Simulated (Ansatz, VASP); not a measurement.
# Sb in VASP and in Ansatz

The input INCAR:

```
SYSTEM = Sb
PREC     = Accurate       ! precision mode
ENCUT    = 520            ! plane-wave cutoff, eV
EDIFF    = 1E-6           ! SCF threshold, eV
ISMEAR   = -1             ! smearing method
SIGMA    = 0.05           ! smearing width, eV
LREAL    = .FALSE.        ! projectors in reciprocal space
LASPH    = .TRUE.         ! aspherical terms in the spheres
NELM     = 100            ! most SCF steps
ALGO     = Normal         ! electronic algorithm
ISIF     = 2              ! what is computed and relaxed
LWAVE    = .FALSE.        ! write WAVECAR
LCHARG   = .TRUE.         ! write CHGCAR
GGA      = PE             ! functional
LELF     = .TRUE.         ! ELF
LVHAR    = .TRUE.       
NBANDS   = 12             ! bands
```

KPOINTS

```
Automatic mesh
0
G
  8 8 8
  0 0 0
```

File POSCAR:

```
Sb
1.0
    0.0000000000      3.2710663102      3.2710663102
    3.2710663102      0.0000000000      3.2710663102
    3.2710663102      3.2710663102      0.0000000000
Sb
2
Direct
   -0.2600000000     -0.0800000000     -0.0800000000
    0.2600000000      0.0800000000      0.0800000000
```

Input for Ansatz:

```yaml
crystal:
  lattice:
    - [0.0, 3.2710663102, 3.2710663102]
    - [3.2710663102, 0.0, 3.2710663102]
    - [3.2710663102, 3.2710663102, 0.0]
  atoms:
    - { symbol: Sb, position: [-0.26, -0.08, -0.08] }
    - { symbol: Sb, position: [0.26, 0.08, 0.08] }
kpoints:
  mp_grid: { grid: [8, 8, 8] }
scf:
  occupations: { method: fermi_dirac, width: 0.05 }
hamiltonian:
  xc: pbe
  pseudopotentials: { kind: all_electron, lapw: { basis_error: 0.001 } }
output:
  forces: true
  stress: true
  eigenvalues: true
  populations: true
```

Change from the starting cell: shortest bond scaled by 0.64, LAPW.

Alike in both runs: task single point; functional PBE; k mesh 8 × 8 × 8; occupations fermi-dirac, width 0.05 eV; no spin polarisation.

```csv
,VASP,Ansatz
version,VASP 6.6.1,Ansatz 0.2.0
potentials or method,"VASP PAW PBE potentials, release 64 (Sb), cutoff 520 eV","all-electron LAPW, scalar-relativistic"
```

```csv
,VASP,Ansatz,Ansatz less VASP
pressure (GPa),65.0,69.1,+4.14
"traceless stress, the component that is largest in VASP (GPa)",-63.08,-66.99,-3.907
rms of the force components (eV/Å),25.637,27.306,+1.6688
```

Atom by atom the forces differ by 1.669 eV/Å (rms over components). Both programs put the cell under a high pressure, so it lies far from rest at this level. Ansatz ran all-electron here, and VASP with PAW potentials.

Neither program's run includes spin-orbit coupling. Noted on VASP's run: the cell as given lies far from equilibrium.
